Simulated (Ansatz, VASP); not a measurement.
# MgO in VASP and in Ansatz

```
Mg O
1.0
     0.00000    2.10760    2.10760
     2.10760    0.00000    2.10760
     2.10760    2.10760    0.00000
Mg O
1 1
Cartesian
  0.1330 0.1064 0.0000
  1.9056 1.9460 2.1076
```

Change from the starting cell: mode 4 frozen in at -0.202 Å and mode 5 at -0.162 Å (largest displacements).

Alike in both runs: task single point; functional PBEsol; k mesh 10 × 10 × 10; occupations gaussian, width 0.05 eV; no spin polarisation.

```csv
,VASP,Ansatz
version,VASP 6.6.1,Ansatz 0.2.0
potentials or method,"VASP PAW PBE potentials, release 64 (Mg, O), cutoff 520 eV","scalar-relativistic, plane waves, PAW"
valence electrons in the cell,8,16
```

Ansatz gave:

| Quantity | Value |
| --- | --- |
| gap on the k mesh at the Fermi level (eV) | 4.51 |
| least direct gap on the mesh (eV) | 4.53 |
| pressure (GPa) | 17.6 |
| traceless stress, the component that is largest in VASP (GPa) | -21.24 |
| rms of the force components (eV/Å) | 1.733 |

Problem. What did VASP give for the same quantities?

Solution. gap on the k mesh at the Fermi level (eV): 4.51; least direct gap on the mesh (eV): 4.54; pressure (GPa): 17.7; traceless stress, the component that is largest in VASP (GPa): -21.78; rms of the force components (eV/Å): 1.771.

VASP's potentials were made for PBE, not for PBEsol, and Ansatz warns of the same on its side. Atom by atom the forces differ by 0.039 eV/Å (rms over components). VASP's potentials hold 8 valence electrons a cell and Ansatz's 16, so a difference there can come from the potentials and not from the codes.
